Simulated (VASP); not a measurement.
Wanted: the native input for a VASP 6.6.1 run.

```yaml
Task: single point
Functional: LDA
Potentials_or_basis: VASP PAW LDA potentials, release 64 (V_sv)
Cutoff: 520 eV
k_mesh: 14 × 14 × 14
Occupations: fermi-dirac, width 0.136057 eV
Spin: no spin polarisation
Dipole_correction: no
Further_INCAR_settings: ALGO = Normal; EDIFF = 1e-06; NBANDS = 12
```

The structure of V lies in POSCAR:

```
V
1.0
    2.3767429496      0.0000000000      0.0000000000
    0.0000000000      2.3767429496      0.0000000000
    0.0000000000      0.0000000000      2.3767429496
V
1
Direct
    0.0000000000      0.0000000000      0.0000000000
```

These files were run (other wordings do the same):

INCAR

```
SYSTEM = V
  PREC = Accurate
  ENCUT = 520
  EDIFF = 1E-6
  ISMEAR = -1
  SIGMA = 0.13605693000000002
  LREAL = .FALSE.
  LASPH = .TRUE.
  NELM = 60
  ALGO = Normal
  ISIF = 2
  LWAVE = .FALSE.
  LCHARG = .TRUE.
  LELF = .TRUE.
  LVHAR = .TRUE.
  NBANDS = 12
```

KPOINTS

```
regular mesh
0
G
  14 14 14
  0 0 0
```

Potentials or basis: VASP PAW LDA potentials, release 64 (V_sv).

Command:

```sh
$ cat potpaw_LDA.64/V_sv/POTCAR > POTCAR
$ mpirun -np 1 vasp_std > vasp.out
```

It gave:

The pressure is 2.1 GPa.

Run time: 17 s on 1 thread of Intel Xeon 8259CL (shared host), peak memory 0.13 GiB.
